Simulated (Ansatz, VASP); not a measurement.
## One calculation of SnO2, two programs

File POSCAR:

```
SnO2
1.0
    4.7592005657      0.0000000000      0.0000000000
    0.0000000000      4.7592005657      0.0000000000
    0.0000000000      0.0000000000      3.2012699652
Sn O
2 4
Direct
    0.5000000000      0.5000000000      0.5000000000
    0.0000000000      0.0000000000      0.0000000000
    0.1940616415      0.8059383585      0.5000000000
    0.8059383585      0.1940616415      0.5000000000
    0.3059383585      0.3059383585      0.0000000000
    0.6940616415      0.6940616415      0.0000000000
```

The input INCAR.step1:

```
PREC     = Accurate       # precision mode
ENCUT    = 520            # plane-wave cutoff, eV
ISMEAR   = 0              # smearing method
SIGMA    = 0.02           # smearing width, eV
LREAL    = False          # projectors in reciprocal space
LASPH    = True           # aspherical terms in the spheres
NELM     = 60             # most SCF steps
NBANDS   = 35             # bands
GGA      = PE             # functional
ALGO     = Normal         # electronic algorithm
EDIFF    = 1E-4           # SCF threshold, eV
LWAVE    = True           # write WAVECAR
LCHARG   = False          # write CHGCAR
```

The input INCAR.step2:

```
PREC     = Accurate       # precision mode
ENCUT    = 520            # plane-wave cutoff, eV
EDIFF    = 1E-6           # SCF threshold, eV
ISMEAR   = 0              # smearing method
SIGMA    = 0.02           # smearing width, eV
LREAL    = False          # projectors in reciprocal space
LASPH    = True           # aspherical terms in the spheres
NELM     = 60             # most SCF steps
ALGO     = Normal         # electronic algorithm
ISIF     = 2              # what is computed and relaxed
LWAVE    = False          # write WAVECAR
LCHARG   = False          # write CHGCAR
METAGGA  = R2SCAN         # meta-GGA
LMIXTAU  = True         
NBANDS   = 35             # bands
ISTART   = 1
```

KPOINTS

```
Automatic mesh
0
Gamma
  6 6 8
```

Input for Ansatz:

```yaml
crystal:
  lattice:
    - [4.7592005648, 0.0, 0.0]
    - [0.0, 4.7592005648, 0.0]
    - [0.0, 0.0, 3.2012699643]
  atoms:
    - { symbol: Sn, position: [0.5, 0.5, 0.5] }
    - { symbol: Sn, position: [0.0, 0.0, 0.0] }
    - { symbol: O, position: [0.1940616415, 0.8059383585, 0.5] }
    - { symbol: O, position: [0.8059383585, 0.1940616415, 0.5] }
    - { symbol: O, position: [0.3059383585, 0.3059383585, 0.0] }
    - { symbol: O, position: [0.6940616415, 0.6940616415, 0.0] }
basis:
  ecutwfc: 500
kpoints:
  mp_grid: { grid: [6, 6, 8] }
  band_path: { path: [VBM, CBM], npoints: 2 }
hamiltonian:
  xc: r2scan
scf:
  occupations: { method: gaussian, width: 0.02 }
output:
  forces: true
  stress: true
  eigenvalues: true
checkpoint:
  read: start.run
  write: ck
  compress: false
  write_wavefunctions: false
  write_every: 100000
```

Alike in both runs: task single point; functional r2SCAN; k mesh 6 × 6 × 8; occupations gaussian, width 0.02 eV; no spin polarisation.

|  | VASP | Ansatz |
| --- | --- | --- |
| version | VASP 6.6.1 | Ansatz 0.2.0 |
| potentials or method | VASP PAW PBE potentials, release 64 (Sn_d, O), cutoff 520 eV | scalar-relativistic, plane waves, PAW |
| valence electrons in the cell | 52 | 52 |

|  | VASP | Ansatz | Ansatz less VASP |
| --- | --- | --- | --- |
| gap on the k mesh at the Fermi level (eV) | 1.80 | 1.77 | -0.026 |
| least direct gap on the mesh (eV) | 1.80 | 1.77 | -0.026 |
| pressure (GPa) | 1.1 | 0.0 | -1.09 |
| traceless stress, the component that is largest in VASP (GPa) | 0.30 | -0.04 | -0.339 |
| rms of the force components (eV/Å) | 0.015 | 0.002 | -0.0131 |

VASP's potentials were made for PBE, not for r2SCAN. Atom by atom the forces differ by 0.013 eV/Å (rms over components). The functional is the same, so the differences come from potentials, cutoffs and numerics.
